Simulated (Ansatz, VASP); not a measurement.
**Co in VASP and in Ansatz**

File INCAR:

```
SYSTEM = Co
PREC = Accurate ; ENCUT = 690
EDIFF = 1E-6 ; ISMEAR = -1
SIGMA = 0.1 ; LREAL = .False.
LASPH = .True. ; NELM = 120
ALGO = Normal ; ISIF = 2
LWAVE = .False. ; LCHARG = .True.
GGA = RP ; LELF = .True.
LVHAR = .True. ; NBANDS = 24
GGA_COMPAT = .False.
```

The input KPOINTS:

```
regular mesh
0
Gamma
  12 12 12
  0 0 0
```

POSCAR

```
Co
1.0
    0.0000000000      2.4527638596      2.4527638596
    2.4527638596      0.0000000000      2.4527638596
    2.4527638596      2.4527638596      0.0000000000
Co
2
Direct
    0.1250000000      0.1250000000      0.1250000000
    0.8750000000      0.8750000000      0.8750000000
```

Input for Ansatz:

```yaml
crystal:
  lattice:
    - [0.0, 2.4527638596, 2.4527638596]
    - [2.4527638596, 0.0, 2.4527638596]
    - [2.4527638596, 2.4527638596, 0.0]
  atoms:
    - { symbol: Co, position: [0.125, 0.125, 0.125] }
    - { symbol: Co, position: [0.875, 0.875, 0.875] }
hamiltonian:
  xc: rpbe
  pseudopotentials:
    kind: paw
    azcp:
      Co: "pseudopotentials/Co.paw.azcp"
basis:
  ecutwfc: 420
  fft_grid_basis: typed
kpoints:
  mp_grid: { grid: [12, 12, 12], shift: [0, 0, 0] }
magnetization:
  spin_polarized: false
scf:
  occupations: { method: fermi_dirac, width: 0.1 }
  lower_state_search: "off"
output:
  stress: true
  write_density: true
  write_potential: true
  elf: true
  volumetric_format: npy
```

Alike in both runs: task single point; functional RPBE; k mesh 12 × 12 × 12; occupations fermi-dirac, width 0.1 eV; no spin polarisation.

```csv
,VASP,Ansatz
version,VASP 6.6.1,Ansatz 0.2.0
potentials or method,"VASP PAW PBE potentials, release 64 (Co_sv), cutoff 690 eV","plane waves (420 eV) with PAW, scalar-relativistic"
valence electrons in the cell,34,34
```

```csv
,VASP,Ansatz,Ansatz less VASP
pressure (GPa),4.4,5.3,+0.92
```

VASP's potentials were made for PBE, not for RPBE. With one functional, cell and mesh, what is left measures potentials, basis and numerics.
